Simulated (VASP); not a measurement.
# Ta in VASP: further runs

Ta is run at these levels: PBE; tasks: relaxation of the atoms.

Everything below comes from runs of VASP 6.6.1. Logs are shortened: lines on timing, memory, paths and dates and some standing lists are left out, and cuts for length are marked.

### 1 The cell of the first run

The cell holds a slab with vacuum, 5 atoms: a = 4.695 Å, b = 4.695 Å, c = 19.833 Å, α = 90.00°, β = 90.00°, γ = 120.00°.

### 2 Relaxation of the atoms, PBE

Contents of INCAR:

```
PREC = Accurate ; ENCUT = 520
EDIFF = 1E-6 ; ISMEAR = -1
SIGMA = 0.08 ; LREAL = False
LASPH = True ; NELM = 100
ALGO = Normal ; ISIF = 2
LWAVE = False ; LCHARG = False
LDIPOL = True ; IDIPOL = 3
DIPOL = 0.5 0.5 0.500 ; GGA = PE
IBRION = 2 ; NSW = 60
EDIFFG = -0.01 ; KPAR = 2
```

Contents of KPOINTS:

```
Automatic mesh
0
Gamma
  9 9 1
```

Contents of POSCAR:

```
Ta
1.0
    4.6945593029      0.0000000000      0.0000000000
   -2.3472796515      4.0656076159      0.0000000000
    0.0000000000      0.0000000000     19.8331000000
Ta
5
Direct
    0.8333333330      0.1666666670      0.4033663014
    0.1666666670      0.8333333330      0.4516831505
    0.5000000000      0.5000000000      0.5000000000
    0.8333333330      0.1666666670      0.5483168495
    0.1666666670      0.8333333330      0.5966336986
```

Potentials or basis: VASP PAW PBE potentials, release 64 (Ta_pv).

The run is started by

```console
> cat potpaw_PBE.64/Ta_pv/POTCAR > POTCAR
> mpirun -np 2 vasp_std > vasp.out
```

OUTCAR:

```text
PREC = Accurate
   ENCUT = 520
   EDIFF = 1E-6
   ISMEAR = -1
   LREAL = False
   LASPH = True
   NELM = 100
   ISIF = 2
   GGA = PE
   IBRION = 2
   NSW = 60
   EDIFFG = -0.01

 ion  position               nearest neighbor table
   1  0.833  0.167  0.403-   2 2.87   2 2.87   4 2.87   2 2.87   3 3.32   3 3.32   3 3.32
   2  0.167  0.833  0.452-   1 2.87   1 2.87   3 2.87   5 2.87   3 2.87   3 2.87   1 2.87   4 3.32
                             4 3.32   4 3.32
   3  0.500  0.500  0.500-   2 2.87   4 2.87   2 2.87   4 2.87   2 2.87   4 2.87   1 3.32   5 3.32
                             1 3.32   5 3.32   1 3.32   5 3.32
   4  0.833  0.167  0.548-   5 2.87   5 2.87   3 2.87   1 2.87   3 2.87   3 2.87   5 2.87   2 3.32
                             2 3.32   2 3.32
   5  0.167  0.833  0.597-   4 2.87   4 2.87   2 2.87   4 2.87   3 3.32   3 3.32   3 3.32

  LATTYP: Found a hexagonal cell.
 ALAT       =     4.6945593029
 C/A-ratio  =     4.2246990016

  Lattice vectors:

 A1 = (   4.6945593029,   0.0000000000,   0.0000000000)
 A2 = (  -2.3472796515,   4.0656076159,   0.0000000000)
 A3 = (   0.0000000000,   0.0000000000,  19.8331000000)

Analysis of symmetry for initial positions (statically):
=====================================================================
 Subroutine PRICEL returns:
 Original cell was already a primitive cell.

 Routine SETGRP: Setting up the symmetry group for a
 hexagonal supercell.

 Subroutine GETGRP returns: Found 12 space group operations
 (whereof  4 operations were pure point group operations)
 out of a pool of 24 trial point group operations.

The static configuration has the point symmetry C_2h.
 The point group associated with its full space group is D_3d.

Analysis of symmetry for dynamics (positions and initial velocities):
=====================================================================
 Subroutine PRICEL returns:
 Original cell was already a primitive cell.

 Routine SETGRP: Setting up the symmetry group for a
 hexagonal supercell.

 Subroutine GETGRP returns: Found 12 space group operations
 (whereof  4 operations were pure point group operations)
 out of a pool of 24 trial point group operations.

The dynamic configuration has the point symmetry C_2h.
 The point group associated with its full space group is D_3d.

 Subroutine INISYM returns: Found 12 space group operations
 (whereof  4 operations are pure point group operations),
 and found     1 'primitive' translations

----------------------------------------------------------------------------------------

                                     Primitive cell

  volume of cell :     378.5392

  direct lattice vectors                    reciprocal lattice vectors
     4.694559303  0.000000000  0.000000000     0.213012540  0.122982847  0.000000000
    -2.347279652  4.065607616  0.000000000     0.000000000  0.245965694  0.000000000
     0.000000000  0.000000000 19.833100000     0.000000000  0.000000000  0.050420761

  length of vectors
     4.694559303  4.694559303 19.833100000     0.245965694  0.245965694  0.050420761

  position of ions in fractional coordinates (direct lattice)
     0.833333333  0.166666667  0.403366301
     0.166666667  0.833333333  0.451683151
     0.500000000  0.500000000  0.500000000
     0.833333333  0.166666667  0.548316849
     0.166666667  0.833333333  0.596633699

  ion indices of the primitive-cell ions
   primitive index   ion index
                 1           1
                 2           2
                 3           3
                 4           4
                 5           5

----------------------------------------------------------------------------------------

 KPOINTS: Automatic mesh

Automatic generation of k-mesh.
 Grid dimensions read from file:
 generate k-points for:    9    9    1

 Generating k-lattice:

  Cartesian coordinates                     Fractional coordinates (reciprocal lattice)
     0.023668060  0.013664761  0.000000000     0.111111111  0.000000000  0.000000000
     0.000000000  0.027329522  0.000000000     0.000000000  0.111111111  0.000000000
     0.000000000  0.000000000  0.050420761     0.000000000  0.000000000  1.000000000

  Length of vectors
     0.027329522  0.027329522  0.050420761

  Shift w.r.t. Gamma in fractional coordinates (k-lattice)
     0.000000000  0.000000000  0.000000000

 Subroutine IBZKPT returns following result:
 ===========================================

 Found     12 irreducible k-points:

 Following reciprocal coordinates:
            Coordinates               Weight
  0.000000  0.000000  0.000000      1.000000
  0.111111  0.000000  0.000000      6.000000
  0.222222  0.000000  0.000000      6.000000
  0.333333  0.000000  0.000000      6.000000
  0.444444  0.000000  0.000000      6.000000
  0.111111  0.111111  0.000000      6.000000
  0.222222  0.111111  0.000000     12.000000
  0.333333  0.111111  0.000000     12.000000
  0.444444  0.111111  0.000000      6.000000
  0.222222  0.222222  0.000000      6.000000
  0.333333  0.222222  0.000000     12.000000
  0.333333  0.333333  0.000000      2.000000
   k-points           NKPTS =     12   k-points in BZ     NKDIM =     12   number of bands    NBANDS=     33
   number of dos      NEDOS =    301   number of ions     NIONS =      5
   total plane-waves  NPLWV = 194400
   dimension x,y,z NGX =    36 NGY =   36 NGZ =  150
   dimension x,y,z NGXF=    72 NGYF=   72 NGZF=  300
   ions per type =               5
   NGX,Y,Z   is equivalent  to a cutoff of  12.75, 12.75, 12.57 a.u.
   NGXF,Y,Z  is equivalent  to a cutoff of  25.50, 25.50, 25.15 a.u.
 SYSTEM =  unknown system
   PREC   = accura    normal or accurate (medium, high low for compatibility)
   ISTART =      0    job   : 0-new  1-cont  2-samecut
   ICHARG =      2    charge: 1-file 2-atom 10-const
   ISPIN  =      1    spin polarized calculation?
   LNONCOLLINEAR =      F non collinear calculations
   LSORBIT =      F    spin-orbit coupling
   LASPH  =      T    aspherical Exc in radial PAW
   ENCUT  =  520.0 eV  38.22 Ry    6.18 a.u.   8.73  8.73 36.88*2*pi/ulx,y,z
   NELM   =    100;   NELMIN=  2; NELMDL= -5     # of ELM steps
   EDIFF  = 0.1E-05   stopping-criterion for ELM
   LREAL  =      F    real-space projection
   EDIFFG = -.1E-01   stopping-criterion for IOM
   NSW    =     60    number of steps for IOM
   IBRION =      2    ionic relax: 0-MD 1-quasi-New 2-CG
   NFREE  =      1    steps in history (QN), initial steepest desc. (CG)
   ISIF   =      2    stress and relaxation
   ISYM   =      2    0-nonsym 1-usesym 2-fastsym
   POTIM  = 0.5000    time-step for ionic-motion
   TEBEG  =    0.0;   TEEND  =   0.0 temperature during run
   PSTRESS=    0.0 pullay stress
   NELECT =      55.0000    total number of electrons
   NUPDOWN=      -1.0000    fix difference up-down
   EMIN   =  10.00;   EMAX   =-10.00  energy-range for DOS
   EFERMI =   0.00;   METHOD = LEGACY
   ISMEAR =    -1;   SIGMA  =   0.08  broadening in eV -4-tet -1-fermi 0-gaus
   EFERMI_NEDOS =   21; number of points for ismear=-14 and -15
   IALGO  =     38    algorithm
   IMIX   =      4    mixing-type and parameters
     AMIX     =   0.40;   BMIX     =  1.00
     AMIX_MAG =   1.60;   BMIX_MAG =  1.00
  volume/ion in A,a.u.               =      75.71       510.90
  Fermi-wavevector in a.u.,A,eV,Ry     =   0.860648  1.626388 10.078033  0.740715
  Thomas-Fermi vector in A             =   1.978184
   LORBIT       =      0    0 simple, 1 ext, 2 COOP (PROOUT), +10 PAW based schemes
   GGA     = PE    functional components
   LHFCALC =     F    Hartree Fock is set to
   AEXX    =    0.0000 exact exchange contribution
   IVDW    =     0    specifies the selected vdW correction
   LEPSILON=     F    determine dielectric tensor
   LRPA    =     F    only Hartree local field effects (RPA)
 conjugate gradient relaxation of ions
 non-spin polarized calculation
  energy-cutoff  :      520.00
  volume of cell :      378.54
 maximum number of plane-waves:     10238
 NGX is ok and might be reduce to    36
   NGX = 17   NGY = 17   NGZ = 73

--------------------------------------- Ionic step        1  -------------------------------------------

 number of electron      54.9999992 magnetization

 Free energy of the ion-electron system (eV)
  ---------------------------------------------------
  ext. energy  EPLUGINS =         0.00000000
  ---------------------------------------------------
  free energy    TOTEN  =       -51.78092240 eV

  energy without entropy =      -51.61961812  energy(sigma->0) =      -51.70027026

------------------------ aborting loop because EDIFF is reached ----------------------------------------

  FORCE on cell =-STRESS in cart. coord.  units (eV):
  Direction    XX          YY          ZZ          XY          YZ          ZX
  --------------------------------------------------------------------------------------
  -------------------------------------------------------------------------------------
  Total       -9.9765805     -9.9765805    -11.4488886      0.0000000      0.0000000      0.0000000
  in kB      -42.2261419    -42.2261419    -48.4577249      0.0000000      0.0000000      0.0000000
  external PRESSURE =     -44.3033362 kB  Pullay stress =       0.0000000 kB
[... 102 lines left out ...]
  energy  without entropy=      -52.5004551810  energy(sigma->0) =      -52.55364670

--------------------------------------- Ionic step        4  -------------------------------------------

 number of electron      54.9999991 magnetization

 dipolmoment           0.000000      0.000000     -0.000000 electrons x Angstroem

------------------------ aborting loop because EDIFF is reached ----------------------------------------

  FORCE on cell =-STRESS in cart. coord.  units (eV):
  Direction    XX          YY          ZZ          XY          YZ          ZX
  --------------------------------------------------------------------------------------
  -------------------------------------------------------------------------------------
  Total       -3.5432854     -3.5432854     -0.3207420      0.0000000      0.0000000      0.0000000
  in kB      -14.9970496    -14.9970496     -1.3575490      0.0000000      0.0000000      0.0000000
  external PRESSURE =     -10.4505494 kB  Pullay stress =       0.0000000 kB
[... 102 lines left out ...]
  energy  without entropy=      -52.5023716680  energy(sigma->0) =      -52.55661039

--------------------------------------- Ionic step        7  -------------------------------------------

 number of electron      54.9999992 magnetization

 dipolmoment           0.000000      0.000000      0.000000 electrons x Angstroem

 Free energy of the ion-electron system (eV)
  ---------------------------------------------------
  ext. energy  EPLUGINS =         0.00000000
  ---------------------------------------------------
  free energy    TOTEN  =       -52.61124088 eV

  energy without entropy =      -52.50237417  energy(sigma->0) =      -52.55680753

 E-fermi :  -1.3804     XC(G=0):  -4.1237

 val. band max:       -1.4126436123   @ k =   0.3333   0.2222   0.0000
 cond. band min:      -1.3607845716   @ k =   0.2222   0.2222   0.0000
 fundamental gap:      0.0518590408
 Fermi energy:        -1.3804122235

 k-point     1 :       0.0000    0.0000    0.0000
  band No.  band energies     occupation
      1     -35.8958      2.00000
      2     -35.8590      2.00000
      3     -35.6547      2.00000
      4     -35.6547      2.00000
      5     -35.6338      2.00000
      6     -35.6338      2.00000
[... 421 lines left out ...]
     32      -0.3047      0.00000
     33      -0.3047      0.00000

------------------------ aborting loop because EDIFF is reached ----------------------------------------

 vacuum level on the upper side and lower side of the slab       (xc-potential included)        -0.183        -0.183

  FORCE on cell =-STRESS in cart. coord.  units (eV):
  Direction    XX          YY          ZZ          XY          YZ          ZX
  --------------------------------------------------------------------------------------
  -------------------------------------------------------------------------------------
  Total       -3.5259622     -3.5259622     -0.0610806      0.0000000      0.0000000      0.0000000
  in kB      -14.9237285    -14.9237285     -0.2585253      0.0000000      0.0000000      0.0000000
  external PRESSURE =     -10.0353275 kB  Pullay stress =       0.0000000 kB

 VOLUME and BASIS-vectors are now :
 -----------------------------------------------------------------------------
  energy-cutoff  :      520.00
  volume of cell :      378.54
      direct lattice vectors                 reciprocal lattice vectors
     4.694559303  0.000000000  0.000000000     0.213012540  0.122982847  0.000000000
    -2.347279652  4.065607616  0.000000000     0.000000000  0.245965694  0.000000000
     0.000000000  0.000000000 19.833100000     0.000000000  0.000000000  0.050420761
[... 11 lines left out ...]
  FREE ENERGIE OF THE ION-ELECTRON SYSTEM (eV)
  ---------------------------------------------------
  free  energy   TOTEN  =       -52.6112408821 eV

  energy  without entropy=      -52.5023741735  energy(sigma->0) =      -52.55680753

 reached required accuracy - stopping structural energy minimisation

 vacuum level on the upper side and lower side of the slab         2.160         2.160
```

Wall time 4.6 min (2 MPI ranks of AMD EPYC 9R45 (Zen 5), shared host); peak memory 0.52 GiB.

Results:

| Item | Value |
| --- | --- |
| Free energy | -52.6112 eV |
| Energy gained by relaxing | 166.1 meV/atom |
| Ionic steps | 7 |
| Largest force after relaxing | 0.009 eV/Å |
| Band gap on the k mesh | zero (an odd number of electrons rules out a gap without spin polarisation) |

Forces in eV/Å, atoms in the order of the input:
```
Ta   0.000  0.000  0.009
Ta   0.000  0.000  0.001
Ta   0.000  0.000  0.000
Ta   0.000  0.000 -0.001
Ta   0.000  0.000 -0.009
```

The path:
```csv
step,energy change (eV),largest force (eV/Å),pressure (GPa)
1,0.0000,2.4657,-4.43
2,-0.5892,1.6185,-2.90
3,-0.8259,0.2194,-0.73
4,-0.8287,0.1110,-1.05
5,-0.8290,0.0977,-0.95
6,-0.8299,0.0511,-0.98
7,-0.8303,0.0090,-1.00
```

Final structure:
```
CELL_PARAMETERS angstrom
4.69456 0.00000 0.00000
-2.34728 4.06561 0.00000
0.00000 0.00000 19.83310
ATOMIC_POSITIONS crystal
Ta 0.83333 0.16667 0.41535
Ta 0.16667 0.83333 0.45599
Ta 0.50000 0.50000 0.50000
Ta 0.83333 0.16667 0.54401
Ta 0.16667 0.83333 0.58465
```

Caveat: spin-orbit coupling is left out, which moves the levels of the heavy elements.

### 3 Relaxation of the atoms, PBE

Contents of INCAR:

```
PREC = Accurate
ENCUT = 520
EDIFF = 1E-7
ISMEAR = -1
SIGMA = 0.08
LREAL = F
LASPH = T
NELM = 80
ALGO = Normal
ISIF = 2
LWAVE = F
LCHARG = F
LDIPOL = T
IDIPOL = 3
DIPOL = 0.5 0.5 0.500
GGA = PE
IBRION = 2
NSW = 32
EDIFFG = -0.01
KPAR = 2
```

KPOINTS is that of step 2.

Contents of POSCAR:

```
Ta
1.0
    4.6945593029      0.0000000000      0.0000000000
   -2.3472796515      4.0656076159      0.0000000000
    0.0000000000      0.0000000000     19.8331000000
Ta
5
Direct
    0.8333333333      0.1666666667      0.4154101530
    0.1666666667      0.8333333333      0.4560260652
    0.5000000000      0.5000000000      0.4999999991
    0.8333333333      0.1666666667      0.5439739343
    0.1666666667      0.8333333333      0.5845898484
```

Potentials or basis: VASP PAW PBE potentials, release 64 (Ta_pv).

The run is started by

```console
> cat potpaw_PBE.64/Ta_pv/POTCAR > POTCAR
> mpirun -np 2 vasp_std > vasp.out
```

It took 1.9 min on 2 MPI ranks of AMD EPYC 9R45 (Zen 5), shared host; peak memory 0.5 GiB.

The run converged. Its results:

| Property | Result |
| --- | --- |
| Free energy | -52.6112 eV |
| Energy gained by relaxing | 0.0 meV/atom |
| Ionic steps | 2 |
| Band gap on the k mesh | zero (an odd number of electrons rules out a gap without spin polarisation) |

Forces on the atoms (eV/Å):
```
Ta   0.000  0.000  0.001
Ta   0.000  0.000 -0.003
Ta   0.000  0.000  0.000
Ta   0.000  0.000  0.003
Ta   0.000  0.000 -0.001
```

Final structure:
```
CELL_PARAMETERS angstrom
4.69456 0.00000 0.00000
-2.34728 4.06561 0.00000
0.00000 0.00000 19.83310
ATOMIC_POSITIONS crystal
Ta 0.83333 0.16667 0.41538
Ta 0.16667 0.83333 0.45599
Ta 0.50000 0.50000 0.50000
Ta 0.83333 0.16667 0.54401
Ta 0.16667 0.83333 0.58462
```

Levels at points of the mesh, in eV from the Fermi level:
| k point | band 24 | band 25 | band 26 | band 27 | band 28 | band 29 | band 30 | band 31 |
| --- | --- | --- | --- | --- | --- | --- | --- | --- |
| (0.00, 0.00, 0.00) | -0.99 | -0.99 | -0.69 | -0.46 | -0.46 | 0.33 | 0.33 | 0.76 |

Caveat: spin-orbit coupling is left out, which moves the levels of the heavy elements.

The gap in the log of VASP goes by the Fermi energy; the results here count the filled bands.